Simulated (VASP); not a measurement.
# Sb (P6_3/mmc) in VASP: further runs

The runs below take Sb through single point, with r2SCAN-based global hybrid with 35 % exact exchange, PBE0, r2SCAN-based global hybrid with 25 % exact exchange.

Everything below comes from runs of VASP 6.6.1. Logs are shortened: lines on timing, memory, paths and dates and some standing lists are left out, and cuts for length are marked.

### Step 1. The cell of the first run

The structure is hexagonal, space group P6_3/mmc (No. 194). Conventional cell: a = 3.355 Å, b = 3.355 Å, c = 5.470 Å, α = 90.00°, β = 90.00°, γ = 120.00°. Within 4.4 Å of Sb (site symmetry -6m2) lie 12 Sb at 3.35 Å.

This isn't the form of Sb at room conditions, which is rhombohedral.

### Step 2. Single point, r2SCAN-based global hybrid with 35 % exact exchange

POSCAR

```
Sb
1.0
    3.3545324186      0.0000000000      0.0000000000
   -1.6772662093      2.9051102923      0.0000000000
    0.0000000000      0.0000000000      5.4701606500
Sb
2
Direct
    0.6666666667      0.3333333333      0.7500000000
    0.3333333333      0.6666666667      0.2500000000
```

INCAR.step1

```
SYSTEM = Sb
PREC = Accurate
ENCUT = 440
EDIFF = 1E-5
ISMEAR = -1
SIGMA = 0.05
LREAL = .False.
LASPH = .True.
NELM = 120
ALGO = Normal
ISIF = 2
LWAVE = .True.
LCHARG = .False.
NBANDS = 22
GGA = PE
GGA_COMPAT = .False.
```

INCAR.step2

```
SYSTEM = Sb
PREC = Accurate
ENCUT = 440
EDIFF = 1E-6
ISMEAR = -1
SIGMA = 0.05
LREAL = .False.
LASPH = .True.
NELM = 120
ALGO = Normal
ISIF = 2
LWAVE = .False.
LCHARG = .False.
METAGGA = R2SCAN
LHFCALC = .True.
AEXX = 0.35
LMIXTAU = .True.
PRECFOCK = Normal
NBANDS = 22
ISTART = 1
GGA_COMPAT = .False.
```

KPOINTS

```
regular mesh
0
Gamma
  5 5 3
  0 0 0
```

Potentials or basis: VASP PAW PBE potentials, release 64 (Sb_d_GW).

The run is started by

```console
> cat potpaw_PBE.64/Sb_d_GW/POTCAR > POTCAR
> cp INCAR.step1 INCAR
> mpirun -np 1 vasp_std > vasp.out
> cp INCAR.step2 INCAR
> mpirun -np 1 vasp_std > vasp.out
```

OUTCAR:

```text
SYSTEM = Sb
   PREC = Accurate
   ENCUT = 440
   EDIFF = 1E-6
   ISMEAR = -1
   LREAL = .False.
   LASPH = .True.
   NELM = 120
   ISIF = 2
   METAGGA = R2SCAN
   LHFCALC = .True.
   AEXX = 0.35
   PRECFOCK = Normal
   ISTART = 1

 ion  position               nearest neighbor table
   1  0.667  0.333  0.750-   2 3.35   2 3.35   2 3.35   2 3.35   2 3.35   2 3.35
   2  0.333  0.667  0.250-   1 3.35   1 3.35   1 3.35   1 3.35   1 3.35   1 3.35

  LATTYP: Found a hexagonal cell.
 ALAT       =     3.3545324186
 C/A-ratio  =     1.6306775334

  Lattice vectors:

 A1 = (   3.3545324186,   0.0000000000,   0.0000000000)
 A2 = (  -1.6772662093,   2.9051102923,   0.0000000000)
 A3 = (   0.0000000000,   0.0000000000,   5.4701606500)

Analysis of symmetry for initial positions (statically):
=====================================================================
 Subroutine PRICEL returns:
 Original cell was already a primitive cell.

 Routine SETGRP: Setting up the symmetry group for a
 hexagonal supercell.

 Subroutine GETGRP returns: Found 24 space group operations
 (whereof 12 operations were pure point group operations)
 out of a pool of 24 trial point group operations.

The static configuration has the point symmetry D_3d.
 The point group associated with its full space group is D_6h.

Analysis of symmetry for dynamics (positions and initial velocities):
=====================================================================
 Subroutine PRICEL returns:
 Original cell was already a primitive cell.

 Routine SETGRP: Setting up the symmetry group for a
 hexagonal supercell.

 Subroutine GETGRP returns: Found 24 space group operations
 (whereof 12 operations were pure point group operations)
 out of a pool of 24 trial point group operations.

The dynamic configuration has the point symmetry D_3d.
 The point group associated with its full space group is D_6h.

 Subroutine INISYM returns: Found 24 space group operations
 (whereof 12 operations are pure point group operations),
 and found     1 'primitive' translations

----------------------------------------------------------------------------------------

                                     Primitive cell

  volume of cell :      53.3083

  direct lattice vectors                    reciprocal lattice vectors
     3.354532419  0.000000000  0.000000000     0.298104139  0.172110505  0.000000000
    -1.677266209  2.905110292  0.000000000     0.000000000  0.344221010  0.000000000
     0.000000000  0.000000000  5.470160650     0.000000000  0.000000000  0.182809987

  length of vectors
     3.354532419  3.354532419  5.470160650     0.344221010  0.344221010  0.182809987

  position of ions in fractional coordinates (direct lattice)
     0.666666667  0.333333333  0.750000000
     0.333333333  0.666666667  0.250000000

  ion indices of the primitive-cell ions
   primitive index   ion index
                 1           1
                 2           2

----------------------------------------------------------------------------------------

 KPOINTS: regular mesh

Automatic generation of k-mesh.
 Grid dimensions read from file:
 generate k-points for:    5    5    3

 Generating k-lattice:

  Cartesian coordinates                     Fractional coordinates (reciprocal lattice)
     0.059620828  0.034422101  0.000000000     0.200000000  0.000000000  0.000000000
     0.000000000  0.068844202  0.000000000     0.000000000  0.200000000  0.000000000
     0.000000000  0.000000000  0.060936662     0.000000000  0.000000000  0.333333333

  Length of vectors
     0.068844202  0.068844202  0.060936662

  Shift w.r.t. Gamma in fractional coordinates (k-lattice)
     0.000000000  0.000000000  0.000000000

 Subroutine IBZKPT returns following result:
 ===========================================

 Found     10 irreducible k-points:

 Following reciprocal coordinates:
            Coordinates               Weight
  0.000000  0.000000  0.000000      1.000000
  0.200000 -0.000000  0.000000      6.000000
  0.400000  0.000000  0.000000      6.000000
  0.200000  0.200000  0.000000      6.000000
  0.400000  0.200000  0.000000      6.000000
  0.000000  0.000000  0.333333      2.000000
  0.200000 -0.000000  0.333333     12.000000
  0.400000  0.000000  0.333333     12.000000
  0.200000  0.200000  0.333333     12.000000
  0.400000  0.200000  0.333333     12.000000
   k-points           NKPTS =     10   k-points in BZ     NKDIM =     75   number of bands    NBANDS=     22
   number of dos      NEDOS =    301   number of ions     NIONS =      2
   total plane-waves  NPLWV =  23040
   dimension x,y,z NGX =    24 NGY =   24 NGZ =   40
   dimension x,y,z NGXF=    48 NGYF=   48 NGZF=   80
   ions per type =               2
   NGX,Y,Z   is equivalent  to a cutoff of  11.89, 11.89, 12.16 a.u.
   NGXF,Y,Z  is equivalent  to a cutoff of  23.79, 23.79, 24.31 a.u.
 SYSTEM =  Sb
   PREC   = accura    normal or accurate (medium, high low for compatibility)
   ISTART =      1    job   : 0-new  1-cont  2-samecut
   ICHARG =      0    charge: 1-file 2-atom 10-const
   ISPIN  =      1    spin polarized calculation?
   LNONCOLLINEAR =      F non collinear calculations
   LSORBIT =      F    spin-orbit coupling
   LASPH  =      T    aspherical Exc in radial PAW
   ENCUT  =  440.0 eV  32.34 Ry    5.69 a.u.   5.74  5.74  9.36*2*pi/ulx,y,z
   NELM   =    120;   NELMIN=  2; NELMDL=  0     # of ELM steps
   EDIFF  = 0.1E-05   stopping-criterion for ELM
   LREAL  =      F    real-space projection
   EDIFFG = 0.1E-04   stopping-criterion for IOM
   NSW    =      0    number of steps for IOM
   IBRION =     -1    ionic relax: 0-MD 1-quasi-New 2-CG
   NFREE  =      0    steps in history (QN), initial steepest desc. (CG)
   ISIF   =      2    stress and relaxation
   ISYM   =      3    0-nonsym 1-usesym 2-fastsym
   POTIM  = 0.5000    time-step for ionic-motion
   TEBEG  =    0.0;   TEEND  =   0.0 temperature during run
   PSTRESS=    0.0 pullay stress
   NELECT =      30.0000    total number of electrons
   NUPDOWN=      -1.0000    fix difference up-down
   EMIN   =  10.00;   EMAX   =-10.00  energy-range for DOS
   EFERMI =   0.00;   METHOD = LEGACY
   ISMEAR =    -1;   SIGMA  =   0.05  broadening in eV -4-tet -1-fermi 0-gaus
   EFERMI_NEDOS =   21; number of points for ismear=-14 and -15
   IALGO  =     38    algorithm
   IMIX   =      1    mixing-type and parameters
     AMIX     =   0.40;   BMIX     =  1.00
     AMIX_MAG =   1.60;   BMIX_MAG =  1.00
  volume/ion in A,a.u.               =      26.65       179.87
  Fermi-wavevector in a.u.,A,eV,Ry     =   1.351607  2.554166 24.855678  1.826841
  Thomas-Fermi vector in A             =   2.479015
   LORBIT       =      0    0 simple, 1 ext, 2 COOP (PROOUT), +10 PAW based schemes
   METAGGA = R2SCAN    functional components
   LHFCALC =     T    Hartree Fock is set to
   PRECFOCK=normal    Normal, Fast or Accurate (Low or Medium for compatibility)
   ENCUT4O =  -1.0   cutoff for four orbital integrals eV
   NKREDX  =     1    reduce k-point grid by
   NKREDY  =     1    reduce k-point grid by
   NKREDZ  =     1    reduce k-point grid by
   AEXX    =    0.3500 exact exchange contribution
   HFSCREEN=    0.0000 screening length (either q_TF or 0.3 A-1)
   HFSCREENC=   0.0000 screening length for correlation (either q_TF or 0.3 A-1)
   ENCUTFOCK=  -1.0 apply spherical cutoff to Coloumb kernel
   IVDW    =     0    specifies the selected vdW correction
   LEPSILON=     F    determine dielectric tensor
   LRPA    =     F    only Hartree local field effects (RPA)
 non-spin polarized calculation
  energy-cutoff  :      440.00
  volume of cell :       53.31
 maximum number of plane-waves:      1121
 NGX is ok and might be reduce to    24
  NGX = 18; NGY = 18; NGZ = 30

 number of electron      30.0000004 magnetization

 Free energy of the ion-electron system (eV)
  ---------------------------------------------------
  ext. energy  EPLUGINS =         0.00000000
  ---------------------------------------------------
  free energy    TOTEN  =       -39.47719458 eV

  energy without entropy =      -39.47718759  energy(sigma->0) =      -39.47719109

 E-fermi :   6.2744     XC(G=0):  -8.0571

 val. band max:        5.7648445586   @ k =   0.4000   0.2000   0.0000
 cond. band min:       6.8181046021   @ k =   0.2000  -0.0000   0.3333
 fundamental gap:      1.0532600436
 Fermi energy:         6.2743562660

 k-point     1 :       0.0000    0.0000    0.0000
  band No.  band energies     occupation
      1     -27.7031      2.00000
      2     -27.7031      2.00000
      3     -27.6973      2.00000
      4     -27.6973      2.00000
      5     -27.6607      2.00000
      6     -27.6542      2.00000
[... 14 lines left out ...]
     21      18.7101      0.00000
     22      18.7101      0.00000

 k-point     2 :       0.2000   -0.0000    0.0000
  band No.  band energies     occupation
      1     -27.7163      2.00000
      2     -27.7001      2.00000
      3     -27.6747      2.00000
      4     -27.6688      2.00000
      5     -27.6533      2.00000
      6     -27.6506      2.00000
[... 14 lines left out ...]
     21      18.1670      0.00000
     22      19.1080      0.00000

 k-point     3 :       0.4000    0.0000    0.0000
  band No.  band energies     occupation
      1     -27.7385      2.00000
      2     -27.7048      2.00000
      3     -27.6751      2.00000
      4     -27.6645      2.00000
      5     -27.6288      2.00000
      6     -27.6221      2.00000
[... 14 lines left out ...]
     21      17.1372      0.00000
     22      17.8242      0.00000
[... 126 lines left out ...]
 k-point     9 :       0.2000    0.2000    0.3333
  band No.  band energies     occupation
      1     -27.7014      2.00000
      2     -27.7012      2.00000
      3     -27.6710      2.00000
      4     -27.6672      2.00000
      5     -27.6497      2.00000
      6     -27.6444      2.00000
[... 14 lines left out ...]
     21      17.7020      0.00000
     22      18.1664      0.00000

 k-point    10 :       0.4000    0.2000    0.3333
  band No.  band energies     occupation
      1     -27.7012      2.00000
      2     -27.6859      2.00000
      3     -27.6770      2.00000
      4     -27.6594      2.00000
      5     -27.6563      2.00000
      6     -27.6371      2.00000
[... 14 lines left out ...]
     21      16.8345      0.00000
     22      17.6169      0.00000

------------------------ aborting loop because EDIFF is reached ----------------------------------------

  FORCE on cell =-STRESS in cart. coord.  units (eV):
  Direction    XX          YY          ZZ          XY          YZ          ZX
  --------------------------------------------------------------------------------------
  -------------------------------------------------------------------------------------
  Total       -1.8110179     -1.8110179      0.2551313      0.0000000     -0.0000000      0.0000000
  in kB      -54.4300379    -54.4300379      7.6679567      0.0000000     -0.0000000      0.0000000
  external PRESSURE =     -33.7307064 kB  Pullay stress =       0.0000000 kB

 VOLUME and BASIS-vectors are now :
 -----------------------------------------------------------------------------
  energy-cutoff  :      440.00
  volume of cell :       53.31
      direct lattice vectors                 reciprocal lattice vectors
     3.354532419  0.000000000  0.000000000     0.298104139  0.172110505  0.000000000
    -1.677266209  2.905110292  0.000000000     0.000000000  0.344221010  0.000000000
     0.000000000  0.000000000  5.470160650     0.000000000  0.000000000  0.182809987

 POSITION                                       TOTAL-FORCE (eV/Angst)
 -----------------------------------------------------------------------------------
      1.67727      0.96837      4.10262         0.000000      0.000000      0.000000
     -0.00000      1.93674      1.36754        -0.000000     -0.000000     -0.000000
 -----------------------------------------------------------------------------------
    total drift:                               -0.000002     -0.000001     -0.000001

  FREE ENERGIE OF THE ION-ELECTRON SYSTEM (eV)
  ---------------------------------------------------
  free  energy   TOTEN  =       -39.4771945848 eV

  energy  without entropy=      -39.4771875865  energy(sigma->0) =      -39.47719109
```

Run time: 14 min. Hardware: 1 thread of AMD EPYC 9R45 (Zen 5), shared host; peak memory 0.15 GiB.

Results:

| Property | Result |
| --- | --- |
| Free energy | -39.4772 eV |
| Pressure | -3.4 GPa |
| Band gap on the k mesh | zero (bands 15 and 16 overlap by 8.18 eV) |

Caveat: the k points lie up to 0.43 Å⁻¹ apart, too coarse for converged energies and pressures of a metal; the PAW data sets were made with another functional, which shifts forces and pressure a little; spin-orbit coupling is left out, which moves the levels of the heavy elements.

### Step 3. Single point, PBE0

POSCAR is that of step 2.

INCAR.step1

```
SYSTEM = Sb
PREC = Accurate
ENCUT = 400
EDIFF = 1E-5
ISMEAR = -1
SIGMA = 0.05
LREAL = .FALSE.
LASPH = .TRUE.
NELM = 120
ALGO = Normal
ISIF = 2
LWAVE = .TRUE.
LCHARG = .FALSE.
GGA = PE
NBANDS = 22
GGA_COMPAT = .FALSE.
```

INCAR.step2

```
SYSTEM = Sb
PREC = Accurate
ENCUT = 400
EDIFF = 1E-6
ISMEAR = -1
SIGMA = 0.05
LREAL = .FALSE.
LASPH = .TRUE.
NELM = 120
ALGO = Normal
ISIF = 2
LWAVE = .FALSE.
LCHARG = .FALSE.
GGA = PE
LHFCALC = .TRUE.
AEXX = 0.25
PRECFOCK = Normal
ISTART = 1
NBANDS = 22
GGA_COMPAT = .FALSE.
```

KPOINTS

```
regular mesh
0
G
  5 5 3
  0 0 0
```

Potentials or basis: VASP PAW PBE potentials, release 64 (Sb_d_GW).

The run is started by

```console
> cat potpaw_PBE.64/Sb_d_GW/POTCAR > POTCAR
> cp INCAR.step1 INCAR
> mpirun -np 1 vasp_std > vasp.out
> cp INCAR.step2 INCAR
> mpirun -np 1 vasp_std > vasp.out
```

It took 19 min on 1 thread of Intel Xeon Platinum 8488C (Sapphire Rapids), shared host; peak memory 0.17 GiB.

Results (log left out):

```
Free energy            : -10.3041 eV
Pressure               : -2.7 GPa
Band gap on the k mesh : zero (bands 15 and 16 overlap by 7.31 eV)
```

Stress tensor (GPa, compression positive):
```
-4.68  0.00  0.00
 0.00 -4.68  0.00
 0.00  0.00  1.23
```

Levels at points of the mesh, in eV from the Fermi level:
| k point | band 12 | band 13 | band 14 | band 15 | band 16 | band 17 | band 18 | band 19 |
| --- | --- | --- | --- | --- | --- | --- | --- | --- |
| (0.00, 0.00, 0.00) | -10.60 | -7.08 | 4.56 | 4.56 | 6.38 | 6.38 | 6.69 | 8.95 |

Caveat: the k points lie up to 0.43 Å⁻¹ apart, too coarse for converged energies and pressures of a metal; the PAW data sets were made with another functional, which shifts forces and pressure a little; spin-orbit coupling is left out, which moves the levels of the heavy elements.

### Step 4. Single point, r2SCAN-based global hybrid with 25 % exact exchange

POSCAR is that of step 3.

INCAR.step1

```
SYSTEM = Sb
ALGO = Normal
EDIFF = 1E-5
ENCUT = 440
GGA = PE
GGA_COMPAT = .FALSE.
ISIF = 2
ISMEAR = -1
LASPH = .TRUE.
LREAL = .FALSE.
LWAVE = .TRUE.
NBANDS = 22
NELM = 120
PREC = Accurate
SIGMA = 0.05
```

INCAR.step2

```
SYSTEM = Sb
AEXX = 0.25
ALGO = Normal
EDIFF = 1E-6
ENCUT = 440
GGA_COMPAT = .FALSE.
ISIF = 2
ISMEAR = -1
ISTART = 1
LASPH = .TRUE.
LCHARG = .TRUE.
LELF = .TRUE.
LHFCALC = .TRUE.
LMIXTAU = .TRUE.
LREAL = .FALSE.
LVHAR = .TRUE.
LWAVE = .FALSE.
METAGGA = R2SCAN
NBANDS = 22
NELM = 120
PREC = Accurate
PRECFOCK = Normal
SIGMA = 0.05
```

KPOINTS

```
k-points
0
G
  5 5 3
  0 0 0
```

The run is started by

```console
> cat potpaw_PBE.64/Sb_d_GW/POTCAR > POTCAR
> cp INCAR.step1 INCAR
> mpirun -np 1 vasp_std > vasp.out
> cp INCAR.step2 INCAR
> mpirun -np 1 vasp_std > vasp.out
```

Run time: 33 min. Hardware: 1 thread of AMD EPYC 7R43 (Zen 3), shared host; peak memory 0.15 GiB.

It converged, with:

```
Free energy            : -42.6492 eV
Pressure               : -2.6 GPa
Band gap on the k mesh : zero (bands 15 and 16 overlap by 7.58 eV)
```

Stress tensor (GPa, compression positive):
```
-4.63  0.00  0.00
 0.00 -4.63  0.00
 0.00  0.00  1.50
```

Levels at points of the mesh, in eV from the Fermi level:
| k point | band 13 | band 14 | band 15 | band 16 | band 17 | band 18 |
| --- | --- | --- | --- | --- | --- | --- |
| (0.00, 0.00, 0.00) | -7.31 | 4.69 | 4.69 | 6.61 | 6.61 | 6.91 |

Caveat: the k points lie up to 0.43 Å⁻¹ apart, too coarse for converged energies and pressures of a metal; the PAW data sets were made with another functional, which shifts forces and pressure a little; spin-orbit coupling is left out, which moves the levels of the heavy elements.

### Step 5. The runs side by side

```csv
level,cutoff (eV),share of exact exchange,gap on the mesh (eV),pressure (GPa)
r2SCAN-based global hybrid with 35 % exact exchange,440,0.35,none,-3.4
PBE0,400,0.25,none,-2.7
r2SCAN-based global hybrid with 25 % exact exchange,440,0.25,none,-2.6
```

Alike in all rows: task single point; potentials or basis VASP PAW PBE potentials, release 64 (Sb_d_GW); no spin polarisation; cell as given; k mesh 5 × 5 × 3; smearing fermi-dirac 0.05 eV.

Caveats: all runs use coarse meshes; the PAW data sets were made with another functional, which shifts forces and pressure a little; spin-orbit coupling is left out, which moves the levels of the heavy elements.

Absolute energies hang on the potentials; compare differences alone.

The gap in the log of VASP goes by the Fermi energy; the results here count the filled bands.